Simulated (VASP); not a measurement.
# Si9HO18 (a cell with a defect) in VASP: notebook

Runs on Si9HO18 (a cell with a defect). Level: PBE. Tasks: single point.

Everything below comes from runs of VASP 6.6.1. Logs are shortened: lines on timing, memory, paths and dates and some standing lists are left out, and cuts for length are marked.

## Step 1: The cell of the first run

The cell holds a defect, 28 atoms: a = 7.452 Å, b = 7.452 Å, c = 7.452 Å, α = 71.35°, β = 71.35°, γ = 71.35°.

## Step 2: Single point, PBE (with an interstitial atom, then relaxed in part)

Contents of INCAR:

```
SYSTEM = Si9HO18
ALGO     = Normal         ! electronic algorithm
EDIFF    = 1E-6           ! SCF threshold, eV
ENCUT    = 520            ! plane-wave cutoff, eV
GGA      = PE             ! functional
ISIF     = 2              ! what is computed and relaxed
ISMEAR   = 0              ! smearing method
LASPH    = .True.         ! aspherical terms in the spheres
LCHARG   = .False.        ! write CHGCAR
LREAL    = Auto         
LWAVE    = .False.        ! write WAVECAR
NBANDS   = 92             ! bands
NELECT   = 144.0        
NELM     = 100            ! most SCF steps
PREC     = Accurate       ! precision mode
SIGMA    = 0.01           ! smearing width, eV
```

Contents of KPOINTS:

```
Automatic mesh
0
Gamma
  2 2 2
  0.5 0.5 0.5
```

Contents of POSCAR:

```
Si9HO18
1.0
    5.0184321724      0.0000000000     -5.5095000252
   -2.5092160862     -4.3460897484     -5.5095000252
   -2.5092160862      4.3460897484     -5.5095000252
Si O H
9 18 1
Direct
    0.0659531379      0.0770285072      0.5368100552
    0.7337021336      0.7261115292      0.2134677168
    0.3719230172      0.3793662392      0.8948854968
    0.5188445428      0.9792540805      0.5137775197
    0.1746924363      0.6353227301      0.1837050136
    0.8128436310      0.3244637975      0.8418521885
    0.4379290682      0.9355885767      0.9576821651
    0.0810301772      0.6373341111      0.6217734046
    0.7663763882      0.2867351820      0.2855571875
    0.3362843291      0.1666913602      0.9297795071
    0.0037176610      0.8679528788      0.6077216995
    0.6762290662      0.5183538121      0.2715808827
    0.5235225490      0.8760533642      0.7450643588
    0.1427534675      0.5714115231      0.4211746439
    0.8164918702      0.2495663155      0.0674614520
    0.6030885372      0.3768369255      0.7950387978
    0.3016010767      0.0361576509      0.4778358200
    0.9670167774      0.7015348536      0.1253787133
    0.6040641264      0.1725143929      0.4373737135
    0.2766149496      0.8173678756      0.0979929561
    0.8662394167      0.5575632957      0.7543787923
    0.9828377315      0.1864348404      0.7163811472
    0.6645235226      0.8086584840      0.4080232448
    0.3117111249      0.4483805798      0.0963973462
    0.9701881949      0.2117501061      0.3555578333
    0.6269271256      0.8800170300      0.0460086325
    0.2417942037      0.5322975873      0.7457092438
    0.7454093831      0.6679738713      0.7474697214
```

Potentials or basis: VASP PAW PBE potentials, release 64 (Si, O, H).

Run with:

```bash
> cat potpaw_PBE.64/Si/POTCAR potpaw_PBE.64/O/POTCAR potpaw_PBE.64/H/POTCAR > POTCAR
> mpirun -np 1 vasp_std > vasp.out
```

OUTCAR:

```text
SYSTEM = Si9HO18
   EDIFF = 1E-6
   ENCUT = 520
   GGA = PE
   ISIF = 2
   ISMEAR = 0
   LASPH = .True.
   LREAL = Auto
   NELECT = 144.0
   NELM = 100
   PREC = Accurate

 ion  position               nearest neighbor table
   1  0.066  0.077  0.537-  17 1.62  25 1.62  22 1.64  11 1.64   9 3.08   8 3.10   6 3.14
   2  0.734  0.726  0.213-  18 1.62  23 1.62  26 1.63  12 1.63   7 3.08   5 3.08   9 3.09   4 3.10

   3  0.372  0.379  0.895-  10 1.62  24 1.62  27 1.63  16 1.64   5 3.04   7 3.08   6 3.09
   4  0.519  0.979  0.514-  23 1.62  19 1.62  17 1.62  13 1.65   7 3.09   2 3.10   9 3.12
   5  0.175  0.635  0.184-  20 1.62  18 1.62  24 1.63  14 1.64   3 3.04   2 3.08   8 3.12
   6  0.813  0.324  0.842-  15 1.60  22 1.60  16 1.61  21 1.78   3 3.09   1 3.14   9 3.14
   7  0.438  0.936  0.958-  20 1.61  10 1.62  26 1.62  13 1.65   2 3.08   3 3.08   4 3.09
   8  0.081  0.637  0.622-  27 1.60  14 1.60  11 1.61  21 1.76   1 3.10   5 3.12
   9  0.766  0.287  0.286-  12 1.62  19 1.62  25 1.63  15 1.64   1 3.08   2 3.09   4 3.12   6 3.14

  10  0.336  0.167  0.930-   3 1.62   7 1.62
  11  0.004  0.868  0.608-   8 1.61   1 1.64
  12  0.676  0.518  0.272-   9 1.62   2 1.63
  13  0.524  0.876  0.745-   7 1.65   4 1.65
  14  0.143  0.571  0.421-   8 1.60   5 1.64
  15  0.816  0.250  0.067-   6 1.60   9 1.64
  16  0.603  0.377  0.795-   6 1.61   3 1.64
  17  0.302  0.036  0.478-   1 1.62   4 1.62
  18  0.967  0.702  0.125-   2 1.62   5 1.62
  19  0.604  0.173  0.437-   4 1.62   9 1.62
  20  0.277  0.817  0.098-   7 1.61   5 1.62
  21  0.866  0.558  0.754-  28 1.01   8 1.76   6 1.78
  22  0.983  0.186  0.716-   6 1.60   1 1.64
  23  0.665  0.809  0.408-   4 1.62   2 1.62
  24  0.312  0.448  0.096-   3 1.62   5 1.63
  25  0.970  0.212  0.356-   1 1.62   9 1.63
  26  0.627  0.880  0.046-   7 1.62   2 1.63
  27  0.242  0.532  0.746-   8 1.60   3 1.63
  28  0.745  0.668  0.747-  21 1.01

  LATTYP: Found a trigonal (rhomboedric) cell.
 ALAT       =     7.4524661688
 COS(alpha) =     0.3198145303

  Lattice vectors:

 A1 = (   5.0184321724,   0.0000000000,  -5.5095000252)
 A2 = (  -2.5092160862,  -4.3460897484,  -5.5095000252)
 A3 = (  -2.5092160862,   4.3460897484,  -5.5095000252)

Analysis of symmetry for initial positions (statically):
=====================================================================
 Subroutine PRICEL returns:
 Original cell was already a primitive cell.

 Routine SETGRP: Setting up the symmetry group for a
 trigonal (rhombohedral) supercell.

 Subroutine GETGRP returns: Found  1 space group operations
 (whereof  1 operations were pure point group operations)
 out of a pool of 12 trial point group operations.

The static configuration has the point symmetry C_1 .

Analysis of symmetry for dynamics (positions and initial velocities):
=====================================================================
 Subroutine PRICEL returns:
 Original cell was already a primitive cell.

 Routine SETGRP: Setting up the symmetry group for a
 trigonal (rhombohedral) supercell.

 Subroutine GETGRP returns: Found  1 space group operations
 (whereof  1 operations were pure point group operations)
 out of a pool of 12 trial point group operations.

The dynamic configuration has the point symmetry C_1 .

 Subroutine INISYM returns: Found  1 space group operations
 (whereof  1 operations are pure point group operations),
 and found     1 'primitive' translations

----------------------------------------------------------------------------------------

                                     Primitive cell

  volume of cell :     360.4958

  direct lattice vectors                    reciprocal lattice vectors
     5.018432172  0.000000000 -5.509500025     0.132843614  0.000000000 -0.060501558
    -2.509216086 -4.346089748 -5.509500025    -0.066421807 -0.115045945 -0.060501558
    -2.509216086  4.346089748 -5.509500025    -0.066421807  0.115045945 -0.060501558

  length of vectors
     7.452466169  7.452466169  7.452466169     0.145972135  0.145972135  0.145972135

  position of ions in fractional coordinates (direct lattice)
     0.065953138  0.077028507  0.536810055
     0.733702134  0.726111529  0.213467717
     0.371923017  0.379366239  0.894885497
     0.518844543  0.979254080  0.513777520
     0.174692436  0.635322730  0.183705014
     0.812843631  0.324463798  0.841852188
[... 20 lines left out ...]
     0.241794204  0.532297587  0.745709244
     0.745409383  0.667973871  0.747469721

  ion indices of the primitive-cell ions
   primitive index   ion index
                 1           1
                 2           2
                 3           3
                 4           4
                 5           5
                 6           6
[... 20 lines left out ...]
                27          27
                28          28

----------------------------------------------------------------------------------------

 KPOINTS: Automatic mesh

Automatic generation of k-mesh.
 Grid dimensions read from file:
 generate k-points for:    2    2    2

 Generating k-lattice:

  Cartesian coordinates                     Fractional coordinates (reciprocal lattice)
     0.066421807  0.000000000 -0.030250779     0.500000000  0.000000000  0.000000000
    -0.033210904 -0.057522972 -0.030250779     0.000000000  0.500000000  0.000000000
    -0.033210904  0.057522972 -0.030250779     0.000000000  0.000000000  0.500000000

  Length of vectors
     0.072986068  0.072986068  0.072986068

  Shift w.r.t. Gamma in fractional coordinates (k-lattice)
     0.500000000  0.500000000  0.500000000

 Subroutine IBZKPT returns following result:
 ===========================================

 Found      4 irreducible k-points:

 Following reciprocal coordinates:
            Coordinates               Weight
  0.250000  0.250000  0.250000      2.000000
 -0.250000  0.250000  0.250000      2.000000
  0.250000 -0.250000  0.250000      2.000000
  0.250000  0.250000 -0.250000      2.000000
   k-points           NKPTS =      4   k-points in BZ     NKDIM =      4   number of bands    NBANDS=     92
   number of dos      NEDOS =    301   number of ions     NIONS =     28
   total plane-waves  NPLWV = 175616
   dimension x,y,z NGX =    56 NGY =   56 NGZ =   56
   dimension x,y,z NGXF=   112 NGYF=  112 NGZF=  112
   ions per type =               9  18   1
   NGX,Y,Z   is equivalent  to a cutoff of  12.49, 12.49, 12.49 a.u.
   NGXF,Y,Z  is equivalent  to a cutoff of  24.98, 24.98, 24.98 a.u.
 SYSTEM =  Si9HO18
   PREC   = accura    normal or accurate (medium, high low for compatibility)
   ISTART =      0    job   : 0-new  1-cont  2-samecut
   ICHARG =      2    charge: 1-file 2-atom 10-const
   ISPIN  =      1    spin polarized calculation?
   LNONCOLLINEAR =      F non collinear calculations
   LSORBIT =      F    spin-orbit coupling
   LASPH  =      T    aspherical Exc in radial PAW
   ENCUT  =  520.0 eV  38.22 Ry    6.18 a.u.  13.86 13.86 13.86*2*pi/ulx,y,z
   NELM   =    100;   NELMIN=  2; NELMDL= -5     # of ELM steps
   EDIFF  = 0.1E-05   stopping-criterion for ELM
   LREAL  =      T    real-space projection
   EDIFFG = 0.1E-04   stopping-criterion for IOM
   NSW    =      0    number of steps for IOM
   IBRION =     -1    ionic relax: 0-MD 1-quasi-New 2-CG
   NFREE  =      0    steps in history (QN), initial steepest desc. (CG)
   ISIF   =      2    stress and relaxation
   ISYM   =      2    0-nonsym 1-usesym 2-fastsym
   POTIM  = 0.5000    time-step for ionic-motion
   TEBEG  =    0.0;   TEEND  =   0.0 temperature during run
   PSTRESS=    0.0 pullay stress
   NELECT =     144.0000    total number of electrons
   NUPDOWN=      -1.0000    fix difference up-down
   EMIN   =  10.00;   EMAX   =-10.00  energy-range for DOS
   EFERMI =   0.00;   METHOD = LEGACY
   ISMEAR =     0;   SIGMA  =   0.01  broadening in eV -4-tet -1-fermi 0-gaus
   EFERMI_NEDOS =   21; number of points for ismear=-14 and -15
   IALGO  =     38    algorithm
   IMIX   =      4    mixing-type and parameters
     AMIX     =   0.40;   BMIX     =  1.00
     AMIX_MAG =   1.60;   BMIX_MAG =  1.00
  volume/ion in A,a.u.               =      12.87        86.88
  Fermi-wavevector in a.u.,A,eV,Ry     =   1.205671  2.278388 19.778018  1.453643
  Thomas-Fermi vector in A             =   2.341361
   LORBIT       =      0    0 simple, 1 ext, 2 COOP (PROOUT), +10 PAW based schemes
   GGA     = PE    functional components
   LHFCALC =     F    Hartree Fock is set to
   AEXX    =    0.0000 exact exchange contribution
   IVDW    =     0    specifies the selected vdW correction
   LEPSILON=     F    determine dielectric tensor
   LRPA    =     F    only Hartree local field effects (RPA)
 non-spin polarized calculation
 Gauss-broadening in eV      SIGMA  =   0.01
  energy-cutoff  :      520.00
  volume of cell :      360.50
 maximum number of plane-waves:      9710
   NGX = 27   NGY = 27   NGZ = 27

 number of electron     143.9999998 magnetization

 Free energy of the ion-electron system (eV)
  ---------------------------------------------------
  ext. energy  EPLUGINS =         0.00000000
  ---------------------------------------------------
  free energy    TOTEN  =      -219.69762069 eV

  energy without entropy =     -219.69762069  energy(sigma->0) =     -219.69762069

 E-fermi :   0.8024     XC(G=0):  -8.8983

 val. band max:        0.7388146258   @ k =   0.2500   0.2500   0.2500
 cond. band min:       6.7482113698   @ k =   0.2500   0.2500   0.2500
 fundamental gap:      6.0093967440
 Fermi energy:         0.8024200604

 k-point     1 :       0.2500    0.2500    0.2500
  band No.  band energies     occupation
      1     -19.5212      2.00000
      2     -18.2562      2.00000
      3     -17.9812      2.00000
      4     -17.8477      2.00000
      5     -17.7440      2.00000
      6     -17.4898      2.00000
[... 76 lines left out ...]
     83      10.2566      0.00000
     84      10.3316      0.00000

 k-point     2 :      -0.2500    0.2500    0.2500
  band No.  band energies     occupation
      1     -19.5173      2.00000
      2     -18.1882      2.00000
      3     -18.0808      2.00000
      4     -17.9368      2.00000
      5     -17.7135      2.00000
      6     -17.5355      2.00000
[... 76 lines left out ...]
     83      10.1287      0.00000
     84      10.3395      0.00000

 k-point     3 :       0.2500   -0.2500    0.2500
  band No.  band energies     occupation
      1     -19.5173      2.00000
      2     -18.1819      2.00000
      3     -18.0869      2.00000
      4     -17.9426      2.00000
      5     -17.7093      2.00000
      6     -17.5324      2.00000
[... 76 lines left out ...]
     83      10.2316      0.00000
     84      10.3087      0.00000

 k-point     4 :       0.2500    0.2500   -0.2500
  band No.  band energies     occupation
      1     -19.5169      2.00000
      2     -18.2360      2.00000
      3     -18.0222      2.00000
      4     -17.9195      2.00000
      5     -17.6857      2.00000
      6     -17.6070      2.00000
[... 76 lines left out ...]
     83      10.2742      0.00000
     84      10.4135      0.00000
 [bands above 84 left out]

------------------------ aborting loop because EDIFF is reached ----------------------------------------

  FORCE on cell =-STRESS in cart. coord.  units (eV):
  Direction    XX          YY          ZZ          XY          YZ          ZX
  --------------------------------------------------------------------------------------
  -------------------------------------------------------------------------------------
  Total       -7.7960090     -7.1196187     -7.3161965     -0.7941448     -0.0395424      0.8310892
  in kB      -34.6483632    -31.6422332    -32.5158978     -3.5294746     -0.1757412      3.6936694
  external PRESSURE =     -32.9354980 kB  Pullay stress =       0.0000000 kB

 VOLUME and BASIS-vectors are now :
 -----------------------------------------------------------------------------
  energy-cutoff  :      520.00
  volume of cell :      360.50
      direct lattice vectors                 reciprocal lattice vectors
     5.018432172  0.000000000 -5.509500025     0.132843614  0.000000000 -0.060501558
    -2.509216086 -4.346089748 -5.509500025    -0.066421807 -0.115045945 -0.060501558
    -2.509216086  4.346089748 -5.509500025    -0.066421807  0.115045945 -0.060501558

 POSITION                                       TOTAL-FORCE (eV/Angst)
 -----------------------------------------------------------------------------------
     -1.20927      1.99825     -3.74531         0.005984      0.002694     -0.024813
      1.32443     -2.22800     -9.21894         0.000629     -0.016733     -0.001205
     -1.33090      2.24049     -9.06960         0.002095     -0.025832      0.022990
     -1.14255     -2.02300    -11.08443        -0.024477      0.003215      0.008055
     -1.17844     -1.96277     -5.47490         0.018151      0.017847     -0.021778
      1.15266      2.24862    -10.90418         0.035919     -0.020792     -0.018522
[... 20 lines left out ...]
     -1.99337      0.92751     -8.37334         0.002128      0.016569     -0.003940
      0.18913      0.34550    -11.90522        -0.060150     -0.032193     -0.002758
 -----------------------------------------------------------------------------------
    total drift:                                0.012655     -0.014575     -0.005637

  FREE ENERGIE OF THE ION-ELECTRON SYSTEM (eV)
  ---------------------------------------------------
  free  energy   TOTEN  =      -219.6976206879 eV

  energy  without entropy=     -219.6976206879  energy(sigma->0) =     -219.69762069
```

Wall time 2.4 min (1 thread of Intel Xeon 6975P-C (Granite Rapids), shared host); peak memory 0.43 GiB.

What came out:

```yaml
Free_energy: -219.6976 eV
Largest_force: 0.068 eV/Å
```

Forces in eV/Å, atoms in the order of the input:
```
Si   0.006  0.003 -0.025
Si   0.001 -0.017 -0.001
Si   0.002 -0.026  0.023
Si  -0.024  0.003  0.008
Si   0.018  0.018 -0.022
Si   0.036 -0.021 -0.019
Si  -0.030 -0.008  0.004
Si  -0.003  0.049  0.005
Si   0.002  0.002  0.014
O    0.008  0.000  0.000
O   -0.003 -0.011 -0.007
O   -0.002 -0.007 -0.006
O    0.014 -0.001  0.002
O   -0.002 -0.019  0.019
O   -0.023  0.007 -0.016
O   -0.012  0.002  0.001
O    0.005  0.010 -0.004
O   -0.008  0.004  0.004
O    0.006  0.003  0.001
O    0.013  0.014  0.006
O    0.033  0.019  0.010
O    0.012 -0.006  0.013
O    0.011 -0.003  0.002
O   -0.004 -0.004 -0.006
O   -0.005 -0.004  0.005
O    0.008  0.009 -0.003
O    0.002  0.017 -0.004
H   -0.060 -0.032 -0.003
```

Levels at points of the mesh, in eV from the Fermi level:
| k point | band 69 | band 70 | band 71 | band 72 | band 73 | band 74 | band 75 | band 76 |
| --- | --- | --- | --- | --- | --- | --- | --- | --- |
| (0.25, 0.25, 0.25) | -0.42 | -0.32 | -0.18 | -0.06 | 5.95 | 7.98 | 8.09 | 8.22 |

Caveat: the cell carries a net charge on a neutralising background, which shifts energy and pressure; the cell differs from its parent crystal (with an interstitial atom, then relaxed in part); the cell is charged against a uniform background, so pressure and absolute levels hang on convention.

## Step 3: Single point, PBE (with an interstitial atom, then relaxed in part)

Contents of INCAR:

```
PREC = Accurate ; ENCUT = 520
EDIFF = 1E-7 ; ISMEAR = 0
SIGMA = 0.01 ; LREAL = Auto
LASPH = True ; NELM = 100
ALGO = Normal ; ISIF = 2
LWAVE = False ; LCHARG = False
GGA = PE ; NBANDS = 92
NELECT = 146.0
```

KPOINTS is that of step 2.

Contents of POSCAR:

```
Si9HO18
1.0
    5.0184321724      0.0000000000     -5.5095000252
   -2.5092160862     -4.3460897484     -5.5095000252
   -2.5092160862      4.3460897484     -5.5095000252
Si O H
9 18 1
Direct
    0.0638911670      0.0562897390      0.5336780023
    0.7363440230      0.7371824835      0.2133253627
    0.3950469355      0.3650929188      0.8929306523
    0.5004976832      1.0016673451      0.4885104685
    0.1880020995      0.6428743968      0.1780572209
    0.8415482437      0.3153879118      0.8289405003
    0.4574912161      0.9088729952      0.9534907509
    0.1029268153      0.6063684379      0.6199347411
    0.7612397349      0.2965490157      0.2700962593
    0.3509373897      0.1554943718      0.9627984674
    0.0219683976      0.8405893514      0.5997139587
    0.6812893870      0.5273538477      0.2649538836
    0.4619019782      0.9720169037      0.7155777064
    0.1791942763      0.5528247396      0.4100123303
    0.8437805785      0.2487457626      0.0571673746
    0.6279572050      0.3558819709      0.7924875904
    0.2941335178      0.0384825205      0.4333558282
    0.9718603826      0.6939788112      0.1399935325
    0.5793363118      0.1987221081      0.3823933153
    0.2532689646      0.8453581744      0.1086215236
    0.9164056523      0.5151023702      0.7392636520
    0.9942180068      0.1441873008      0.7255008866
    0.6592136120      0.8135988684      0.4145756276
    0.3260885651      0.4678053522      0.0753427633
    0.9394911285      0.2022883827      0.3782777343
    0.6374636545      0.9070232216      0.0519196769
    0.2803807495      0.5184686591      0.7274871518
    0.5584319698      0.7005135394      0.9374322922
```

Potentials or basis: VASP PAW PBE potentials, release 64 (Si, O, H).

Run with:

```bash
> cat potpaw_PBE.64/Si/POTCAR potpaw_PBE.64/O/POTCAR potpaw_PBE.64/H/POTCAR > POTCAR
> mpirun -np 1 vasp_std > vasp.out
```

Run time: 2.5 min. Hardware: 1 thread of Intel Xeon 6975P-C (Granite Rapids), shared host; peak memory 0.43 GiB.

The run converged. Its results:

* Free energy: -210.7921 eV
* Largest force: 0.072 eV/Å

Forces in eV/Å, atoms in the order of the input:
```
Si  -0.013 -0.001  0.019
Si   0.017  0.041 -0.005
Si  -0.003 -0.039 -0.032
Si  -0.002 -0.040  0.001
Si   0.012  0.025  0.019
Si   0.017  0.004 -0.013
Si  -0.005 -0.015  0.018
Si  -0.033 -0.008 -0.004
Si   0.007 -0.012 -0.011
O    0.029  0.048  0.045
O    0.016 -0.003  0.000
O    0.004 -0.004 -0.003
O   -0.012  0.020 -0.024
O    0.008 -0.015  0.009
O   -0.013  0.002 -0.006
O   -0.015  0.003  0.015
O    0.017  0.007 -0.012
O    0.003  0.008 -0.003
O    0.001  0.016  0.015
O   -0.002 -0.016 -0.026
O    0.014  0.009 -0.002
O   -0.001 -0.007  0.002
O   -0.004  0.003  0.000
O    0.001 -0.010  0.002
O   -0.015  0.010  0.003
O   -0.019 -0.040  0.007
O    0.004  0.015 -0.006
H   -0.012 -0.001 -0.008
```

Levels at points of the mesh, in eV from the Fermi level:
```csv
k point,band 71,band 72,band 73,band 74,band 75,band 76
"(0.25, 0.25, 0.25)",-1.60,-1.22,-0.11,4.54,6.46,6.57
```

Caveat: the cell carries a net charge on a neutralising background, which shifts energy and pressure; the cell differs from its parent crystal (with an interstitial atom, then relaxed in part); the cell is charged against a uniform background, so pressure and absolute levels hang on convention.
